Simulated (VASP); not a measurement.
# Ge (Fd-3m) in VASP: a series of runs, part 2 of 2

VASP 6.6.1. Earlier steps stand in the parts before.

**3. Single point, BLYP**

This run uses another cell than the first one, of 25.49 Å³/atom.

INCAR reads:

```
SYSTEM = Ge
PREC = Accurate
ENCUT = 520
EDIFF = 1E-6
ISMEAR = -1
SIGMA = 0.05
LREAL = .FALSE.
LASPH = .TRUE.
NELM = 100
ALGO = Normal
ISIF = 2
LWAVE = .FALSE.
LCHARG = .FALSE.
GGA = B5
ALDAX = 1.0
AGGAX = 1.0
AGGAC = 1.0
ALDAC = 0.0
NBANDS = 21
```

KPOINTS reads:

```
regular mesh
0
G
  8 8 8
  0 0 0
```

POSCAR reads:

```
Ge
1.0
    0.0000000000      2.9431027094      2.9431027094
    2.9431027094      0.0000000000      2.9431027094
    2.9431027094      2.9431027094      0.0000000000
Ge
2
Direct
    0.7500000000      0.7500000000      0.7500000000
    0.5000000000      0.5000000000      0.5000000000
```

Potentials or basis: VASP PAW PBE potentials, release 64 (Ge_d).

Started as:

```console
$ cat potpaw_PBE.64/Ge_d/POTCAR > POTCAR
$ mpirun -np 1 vasp_std > vasp.out
```

OUTCAR:

```text
SYSTEM = Ge
   PREC = Accurate
   ENCUT = 520
   EDIFF = 1E-6
   ISMEAR = -1
   LREAL = .FALSE.
   LASPH = .TRUE.
   NELM = 100
   ISIF = 2
   GGA = B5

 ion  position               nearest neighbor table
   1  0.750  0.750  0.750-   2 2.55   2 2.55   2 2.55   2 2.55
   2  0.500  0.500  0.500-   1 2.55   1 2.55   1 2.55   1 2.55

  LATTYP: Found a face centered cubic cell.
 ALAT       =     5.8862054188

  Lattice vectors:

 A1 = (   0.0000000000,   2.9431027094,   2.9431027094)
 A2 = (   2.9431027094,   0.0000000000,   2.9431027094)
 A3 = (   2.9431027094,   2.9431027094,   0.0000000000)

Analysis of symmetry for initial positions (statically):
=====================================================================
 Subroutine PRICEL returns:
 Original cell was already a primitive cell.

 Routine SETGRP: Setting up the symmetry group for a
 face centered cubic supercell.

 Subroutine GETGRP returns: Found 48 space group operations
 (whereof 24 operations were pure point group operations)
 out of a pool of 48 trial point group operations.

The static configuration has the point symmetry T_d .
 The point group associated with its full space group is O_h .

Analysis of symmetry for dynamics (positions and initial velocities):
=====================================================================
 Subroutine PRICEL returns:
 Original cell was already a primitive cell.

 Routine SETGRP: Setting up the symmetry group for a
 face centered cubic supercell.

 Subroutine GETGRP returns: Found 48 space group operations
 (whereof 24 operations were pure point group operations)
 out of a pool of 48 trial point group operations.

The dynamic configuration has the point symmetry T_d .
 The point group associated with its full space group is O_h .

 Subroutine INISYM returns: Found 48 space group operations
 (whereof 24 operations are pure point group operations),
 and found     1 'primitive' translations

----------------------------------------------------------------------------------------

                                     Primitive cell

  volume of cell :      50.9854

  direct lattice vectors                    reciprocal lattice vectors
     0.000000000  2.943102709  2.943102709    -0.169888736  0.169888736  0.169888736
     2.943102709  0.000000000  2.943102709     0.169888736 -0.169888736  0.169888736
     2.943102709  2.943102709  0.000000000     0.169888736  0.169888736 -0.169888736

  length of vectors
     4.162175767  4.162175767  4.162175767     0.294255923  0.294255923  0.294255923

  position of ions in fractional coordinates (direct lattice)
     0.750000000  0.750000000  0.750000000
     0.500000000  0.500000000  0.500000000

  ion indices of the primitive-cell ions
   primitive index   ion index
                 1           1
                 2           2

----------------------------------------------------------------------------------------

 KPOINTS: regular mesh

Automatic generation of k-mesh.
 Grid dimensions read from file:
 generate k-points for:    8    8    8

 Generating k-lattice:

  Cartesian coordinates                     Fractional coordinates (reciprocal lattice)
    -0.021236092  0.021236092  0.021236092     0.125000000  0.000000000  0.000000000
     0.021236092 -0.021236092  0.021236092     0.000000000  0.125000000  0.000000000
     0.021236092  0.021236092 -0.021236092     0.000000000  0.000000000  0.125000000

  Length of vectors
     0.036781990  0.036781990  0.036781990

  Shift w.r.t. Gamma in fractional coordinates (k-lattice)
     0.000000000  0.000000000  0.000000000

 Subroutine IBZKPT returns following result:
 ===========================================

 Found     29 irreducible k-points:

 Following reciprocal coordinates:
            Coordinates               Weight
  0.000000  0.000000  0.000000      1.000000
  0.125000  0.000000  0.000000      8.000000
  0.250000  0.000000  0.000000      8.000000
  0.375000  0.000000  0.000000      8.000000
  0.500000  0.000000  0.000000      4.000000
  0.125000  0.125000  0.000000      6.000000
[... 16 lines left out ...]
  0.500000  0.250000  0.125000     48.000000
 -0.375000  0.250000  0.125000     24.000000
 [... further k-points ...]
   k-points           NKPTS =     29   k-points in BZ     NKDIM =     29   number of bands    NBANDS=     21
   number of dos      NEDOS =    301   number of ions     NIONS =      2
   total plane-waves  NPLWV =  32768
   dimension x,y,z NGX =    32 NGY =   32 NGZ =   32
   dimension x,y,z NGXF=    64 NGYF=   64 NGZF=   64
   ions per type =               2
   NGX,Y,Z   is equivalent  to a cutoff of  12.78, 12.78, 12.78 a.u.
   NGXF,Y,Z  is equivalent  to a cutoff of  25.56, 25.56, 25.56 a.u.
 SYSTEM =  Ge
   PREC   = accura    normal or accurate (medium, high low for compatibility)
   ISTART =      0    job   : 0-new  1-cont  2-samecut
   ICHARG =      2    charge: 1-file 2-atom 10-const
   ISPIN  =      1    spin polarized calculation?
   LNONCOLLINEAR =      F non collinear calculations
   LSORBIT =      F    spin-orbit coupling
   LASPH  =      T    aspherical Exc in radial PAW
   ENCUT  =  520.0 eV  38.22 Ry    6.18 a.u.   7.74  7.74  7.74*2*pi/ulx,y,z
   NELM   =    100;   NELMIN=  2; NELMDL= -5     # of ELM steps
   EDIFF  = 0.1E-05   stopping-criterion for ELM
   LREAL  =      F    real-space projection
   EDIFFG = 0.1E-04   stopping-criterion for IOM
   NSW    =      0    number of steps for IOM
   IBRION =     -1    ionic relax: 0-MD 1-quasi-New 2-CG
   NFREE  =      0    steps in history (QN), initial steepest desc. (CG)
   ISIF   =      2    stress and relaxation
   ISYM   =      2    0-nonsym 1-usesym 2-fastsym
   POTIM  = 0.5000    time-step for ionic-motion
   TEBEG  =    0.0;   TEEND  =   0.0 temperature during run
   PSTRESS=    0.0 pullay stress
   NELECT =      28.0000    total number of electrons
   NUPDOWN=      -1.0000    fix difference up-down
   EMIN   =  10.00;   EMAX   =-10.00  energy-range for DOS
   EFERMI =   0.00;   METHOD = LEGACY
   ISMEAR =    -1;   SIGMA  =   0.05  broadening in eV -4-tet -1-fermi 0-gaus
   EFERMI_NEDOS =   21; number of points for ismear=-14 and -15
   IALGO  =     38    algorithm
   IMIX   =      4    mixing-type and parameters
     AMIX     =   0.40;   BMIX     =  1.00
     AMIX_MAG =   1.60;   BMIX_MAG =  1.00
  volume/ion in A,a.u.               =      25.49       172.03
  Fermi-wavevector in a.u.,A,eV,Ry     =   1.340640  2.533442 24.453954  1.797315
  Thomas-Fermi vector in A             =   2.468937
   LORBIT       =      0    0 simple, 1 ext, 2 COOP (PROOUT), +10 PAW based schemes
   GGA     = B5    functional components
   LHFCALC =     F    Hartree Fock is set to
   AEXX    =    0.0000 exact exchange contribution
   IVDW    =     0    specifies the selected vdW correction
   LEPSILON=     F    determine dielectric tensor
   LRPA    =     F    only Hartree local field effects (RPA)
 non-spin polarized calculation
  energy-cutoff  :      520.00
  volume of cell :       50.99
 maximum number of plane-waves:      1387
   NGX = 15   NGY = 15   NGZ = 15

 number of electron      27.9999975 magnetization

 Free energy of the ion-electron system (eV)
  ---------------------------------------------------
  ext. energy  EPLUGINS =         0.00000000
  ---------------------------------------------------
  free energy    TOTEN  =        -7.67586945 eV

  energy without entropy =       -7.67360406  energy(sigma->0) =       -7.67473676

 E-fermi :   4.1645     XC(G=0):  -8.8220

 val. band max:        4.1469650454   @ k =   0.5000   0.0000   0.0000
 cond. band min:       4.2656168904   @ k =   0.3750   0.0000   0.0000
 fundamental gap:      0.1186518450
 Fermi energy:         4.1645103810

 k-point     1 :       0.0000    0.0000    0.0000
  band No.  band energies     occupation
      1     -20.3391      2.00000
      2     -20.3391      2.00000
      3     -20.3391      2.00000
      4     -20.3095      2.00000
      5     -20.3095      2.00000
      6     -20.1545      2.00000
[... 13 lines left out ...]
     20      13.6536      0.00000
     21      13.6536      0.00000
[... 529 lines left out ...]
 k-point    24 :      -0.3750    0.2500    0.1250
  band No.  band energies     occupation
      1     -20.3729      2.00000
      2     -20.3643      2.00000
      3     -20.3019      2.00000
      4     -20.2643      2.00000
      5     -20.2549      2.00000
      6     -20.2147      2.00000
[... 13 lines left out ...]
     20      15.0961      0.00000
     21      15.2179      0.00000

 [... further k-points ...]

------------------------ aborting loop because EDIFF is reached ----------------------------------------

  FORCE on cell =-STRESS in cart. coord.  units (eV):
  Direction    XX          YY          ZZ          XY          YZ          ZX
  --------------------------------------------------------------------------------------
  -------------------------------------------------------------------------------------
  Total        0.0299318      0.0299318      0.0299318     -0.0000000     -0.0000000      0.0000000
  in kB        0.9405818      0.9405818      0.9405818     -0.0000000     -0.0000000      0.0000000
  external PRESSURE =       0.9405818 kB  Pullay stress =       0.0000000 kB

 VOLUME and BASIS-vectors are now :
 -----------------------------------------------------------------------------
  energy-cutoff  :      520.00
  volume of cell :       50.99
      direct lattice vectors                 reciprocal lattice vectors
     0.000000000  2.943102709  2.943102709    -0.169888736  0.169888736  0.169888736
     2.943102709  0.000000000  2.943102709     0.169888736 -0.169888736  0.169888736
     2.943102709  2.943102709  0.000000000     0.169888736  0.169888736 -0.169888736

 POSITION                                       TOTAL-FORCE (eV/Angst)
 -----------------------------------------------------------------------------------
      4.41465      4.41465      4.41465        -0.000000      0.000000      0.000000
      2.94310      2.94310      2.94310         0.000000     -0.000000     -0.000000
 -----------------------------------------------------------------------------------
    total drift:                               -0.000000     -0.000000     -0.000000

  FREE ENERGIE OF THE ION-ELECTRON SYSTEM (eV)
  ---------------------------------------------------
  free  energy   TOTEN  =        -7.6758694510 eV

  energy  without entropy=       -7.6736040607  energy(sigma->0) =       -7.67473676
```

OSZICAR:

```text
N       E                     dE             d eps       ncg     rms          rms(c)
DAV:   1     0.200297082309E+03    0.20030E+03   -0.14606E+04  1360   0.352E+03
DAV:   2     0.225619156492E+02   -0.17774E+03   -0.17256E+03  1218   0.631E+02
DAV:   3    -0.665349649918E+01   -0.29215E+02   -0.29031E+02  1388   0.148E+02
DAV:   4    -0.773588628719E+01   -0.10824E+01   -0.10816E+01  1388   0.332E+01
DAV:   5    -0.775520491686E+01   -0.19319E-01   -0.19317E-01  1371   0.502E+00    0.253E+00
DAV:   6    -0.770540226875E+01    0.49803E-01   -0.25978E-02  1333   0.156E+00    0.152E+00
DAV:   7    -0.767448111198E+01    0.30921E-01   -0.60487E-02  1328   0.210E+00    0.153E-01
DAV:   8    -0.767574121820E+01   -0.12601E-02   -0.54638E-03  1348   0.966E-01    0.532E-02
DAV:   9    -0.767587130380E+01   -0.13009E-03   -0.26664E-04  1435   0.249E-01    0.206E-02
DAV:  10    -0.767586847659E+01    0.28272E-05   -0.18090E-05  1393   0.372E-02    0.472E-03
DAV:  11    -0.767586945102E+01   -0.97443E-06   -0.12142E-06  1071   0.120E-02
   1 F= -.76758695E+01 E0= -.76747368E+01  d E =-.226539E-02
```

stdout:

```text
POSCAR found type information on POSCAR Ge
 POSCAR found :  1 types and       2 ions
 scaLAPACK will be used
 -----------------------------------------------------------------------------
|                                                                             |
|                                                                             |
|     You enforced a specific xc type in the INCAR file but a different       |
|     I HOPE YOU KNOW WHAT YOU ARE DOING!                                     |
|                                                                             |
 -----------------------------------------------------------------------------

 LDA part: xc-table for (Slater(with rela. corr.)+VWN5), standard interpolation
 POSCAR, INCAR and KPOINTS ok, starting setup
 FFT: planning ... GRIDC
 FFT: planning ... GRID_SOFT
 FFT: planning ... GRID
 WAVECAR not read
 entering main loop
```

It took 43 s on 1 thread of Intel Xeon 8259CL, shared host; peak memory 0.18 GiB.

Results:

- Free energy: -7.6759 eV
- Pressure: 0.1 GPa
- Band gap on the k mesh: zero (bands 14 and 15 overlap by 0.17 eV)

Caveat: semilocal functionals underestimate gaps, so a narrow gap can read as zero; the PAW data sets were made with another functional, which shifts forces and pressure a little.

**4. Relaxation of cell and atoms, revPBE+D3(BJ)**

This run uses another cell than the first one, of 22.64 Å³/atom.

INCAR reads:

```
PREC = Accurate
ENCUT = 600
EDIFF = 1E-7
ISMEAR = -1
SIGMA = 0.05
LREAL = False
LASPH = True
NELM = 80
ALGO = Normal
ISIF = 3
LWAVE = False
LCHARG = False
GGA = RE
IVDW = 12
IBRION = 2
NSW = 80
EDIFFG = -0.005
```

KPOINTS reads:

```
regular mesh
0
Gamma
  8 8 8
```

POSCAR reads:

```
Ge
1.0
    0.0000000000      2.8289100000      2.8289100000
    2.8289100000      0.0000000000      2.8289100000
    2.8289100000      2.8289100000      0.0000000000
Ge
2
Direct
    0.7500000000      0.7500000000      0.7500000000
    0.5000000000      0.5000000000      0.5000000000
```

Started as:

```console
$ cat potpaw_PBE.64/Ge_d/POTCAR > POTCAR
$ mpirun -np 1 vasp_std > vasp.out
```

It took 83 s on 1 thread of Intel Xeon 8259CL, shared host; peak memory 0.2 GiB.

The run converged. Its results:

- Free energy: -9.5503 eV
- Relaxed volume: 22.87 Å³/atom
- Relaxed cell: a = 4.015 Å, b = 4.015 Å, c = 4.015 Å, α = 60.00°, β = 60.00°, γ = 60.00°
- Space group after relaxing (to 0.1 Å): Fd-3m (No. 227)
- Energy gained by relaxing: 0.5 meV/atom
- Ionic steps: 3
- Pressure after relaxing: 0.0 GPa
- Dispersion energy per atom: -0.564 eV

Step by step:
| step | energy change (eV) | largest force (eV/Å) | pressure (GPa) | volume (Å³) |
| --- | --- | --- | --- | --- |
| 1 | 0.0000 | 0.0000 | 0.69 | 45.28 |
| 2 | -0.0009 | 0.0000 | -0.21 | 45.92 |
| 3 | -0.0010 | 0.0000 | 0.01 | 45.75 |

Final structure:
```
CELL_PARAMETERS angstrom
0.00000 2.83870 2.83870
2.83870 0.00000 2.83870
2.83870 2.83870 0.00000
ATOMIC_POSITIONS crystal
Ge 0.75000 0.75000 0.75000
Ge 0.50000 0.50000 0.50000
```

Levels at points of the mesh, in eV from the Fermi level:
```tsv
k point	band 10	band 11	band 12	band 13	band 14	band 15	band 16	band 17	band 18
(0.00, 0.00, 0.00)	-24.62	-12.72	-0.05	-0.05	-0.05	-0.03	2.51	2.51	2.51
(0.50, 0.00, 0.00)	-24.59	-10.66	-7.57	-1.44	-1.44	0.16	3.70	3.70	7.19
(0.50, 0.50, 0.00)	-24.58	-8.87	-8.87	-3.09	-3.09	0.77	0.77	9.41	9.41
```

Caveat: the PAW data sets were made with another functional, which shifts forces and pressure a little.

**5. Overview**

```tsv
task	level	cell	cutoff (eV)	gap on the mesh (eV)	pressure (GPa)
single point	RPBE	a = 4.113 Å, angles 60.0°, 2 atoms	520	none	-0.1
single point	BLYP	a = 4.162 Å, angles 60.0°, 2 atoms	520	none	0.1
relaxation of cell and atoms	revPBE+D3(BJ)	relaxed from a = 4.001 Å, angles 60.0°, 2 atoms	600	-	0.0
```

Alike in all rows: potentials or basis VASP PAW PBE potentials, release 64 (Ge_d); no spin polarisation; k mesh 8 × 8 × 8; smearing fermi-dirac 0.05 eV.

Caveats: the PAW data sets were made with another functional, which shifts forces and pressure a little; semilocal functionals underestimate gaps, so a narrow gap can read as zero (at least some runs).

Absolute energies hang on the potentials; compare differences alone.

**6. How close it comes**

Step 2. A measured gap of Ge is 0.807 eV (direct; 300 K; “Electronic and optical properties of SixGe1-x-ySny alloys lattice-matched to Ge”, 2021, arxiv:2109.02782); the calculated 0.00 eV misses it by -0.81 eV. 3 values of this kind are on record (0.666 to 0.807 eV); this one was drawn at random among those near their median. Spin-orbit coupling on Ge is left out. The value is that of RPBE on a finite k mesh, which can miss the band edges, without temperature or zero-point motion. Semilocal functionals fall short of measured gaps as a rule.

Step 3. A measured gap of Ge is 0.666 eV (indirect; 293 K; “Electronic and optical properties of SixGe1-x-ySny alloys lattice-matched to Ge”, 2021, arxiv:2109.02782); the calculated 0.00 eV misses it by -0.67 eV. 3 values of this kind are on record (0.666 to 0.807 eV); this one was drawn at random among those near their median. Spin-orbit coupling on Ge is left out. The value is that of BLYP on a finite k mesh, which can miss the band edges, without temperature or zero-point motion. Semilocal functionals fall short of measured gaps as a rule.

Step 4. The cell as given is a measured one (22.64 Å³/atom); revPBE+D3(BJ) puts the equilibrium volume +1.0 % from it, thermal expansion not counted.
